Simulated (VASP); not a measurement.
**SiC: single point with PBE**

Crystal: SiC.

```xyz
2
Lattice="0.0000 2.1713 2.1781 2.1713 0.0000 2.1781 2.1713 2.1713 0.0000" Properties=species:S:1:pos:R:3 pbc="T T T"
Si    0.0000    0.0000    0.0000
C     1.0857    1.0857    1.0890
```

This cell differs from its parent crystal: biaxial xy strain -0.3%.

```
Program             : VASP 6.6.1
Task                : single point
Functional          : PBE
Potentials or basis : VASP PAW PBE potentials, release 64 (Si, C)
Cutoff              : 520 eV
k mesh              : 10 × 10 × 10
Occupations         : fermi-dirac, width 0.02 eV
Spin                : no spin polarisation
```

| Quantity | Value |
| --- | --- |
| Pressure | 4.9 GPa |
| Band gap on the k mesh | 1.33 eV, indirect (least direct gap 4.55 eV) |

Stress tensor (GPa, compression positive):
```
5.20 0.00 0.00
0.00 5.20 0.00
0.00 0.00 4.39
```

Levels at points of the mesh, in eV from the valence-band top:
```csv
k point,band 1,band 2,band 3,band 4,band 5,band 6,band 7,band 8,band 9
"(0.00, 0.00, 0.00)",-15.47,-0.02,0.00,0.00,6.31,7.35,7.35,7.36,14.50
"(0.50, 0.00, 0.00)",-11.88,-8.58,-1.08,-1.04,5.49,7.23,7.27,10.09,16.28
"(0.50, 0.50, 0.00)",-10.43,-7.85,-3.18,-3.18,1.36,4.38,14.12,14.12,14.85
"(0.50, 0.00, 0.50)",-10.41,-7.81,-3.22,-3.22,1.33,4.32,14.06,14.16,14.90
```

It took 8.9 s on 1 thread of Intel Xeon 6975P-C (shared host), peak memory 0.15 GiB.

Caveat: the cell differs from its parent crystal (biaxial xy strain -0.3%). A k mesh can miss the band edges.
